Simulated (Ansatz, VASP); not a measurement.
Al3Cu in VASP and in Ansatz

```
CELL_PARAMETERS angstrom
3.86245 0.00000 0.00000
0.00000 3.86245 0.00000
0.00000 0.00000 3.63495
ATOMIC_POSITIONS crystal
Al 0.00000 0.50000 0.50000
Al 0.50000 0.00000 0.50000
Al 0.50000 0.50000 0.00000
Cu 0.00000 0.00000 0.00000
```

Alike in both runs: task single point; functional LDA; k mesh 12 × 12 × 12; occupations gaussian, width 0.15 eV; no spin polarisation.

|  | VASP | Ansatz |
| --- | --- | --- |
| version | VASP 6.6.1 | Ansatz 0.2.0 |
| potentials or method | VASP PAW LDA potentials, release 64 (Al, Cu), cutoff 520 eV | scalar-relativistic, plane waves, PAW |
| valence electrons in the cell | 20 | 28 |

Ansatz gave:

| Item | Value |
| --- | --- |
| gap on the k mesh at the Fermi level (eV) | none |
| pressure (GPa) | 6.6 |
| traceless stress, the component that is largest in VASP (GPa) | 4.84 |

Q: Estimate VASP's values.

A: gap on the k mesh at the Fermi level (eV): none; pressure (GPa): 7.0; traceless stress, the component that is largest in VASP (GPa): 4.88.

Ansatz warns that its potentials were made for another functional, while VASP's fit it. LDA's correlation is that of Perdew and Zunger in VASP and of Perdew and Wang (1992) in Ansatz. A gap of «none» marks a metal or a gap that the smearing closes. VASP's potentials hold 20 valence electrons a cell and Ansatz's 28, so a difference there can come from the potentials and not from the codes.
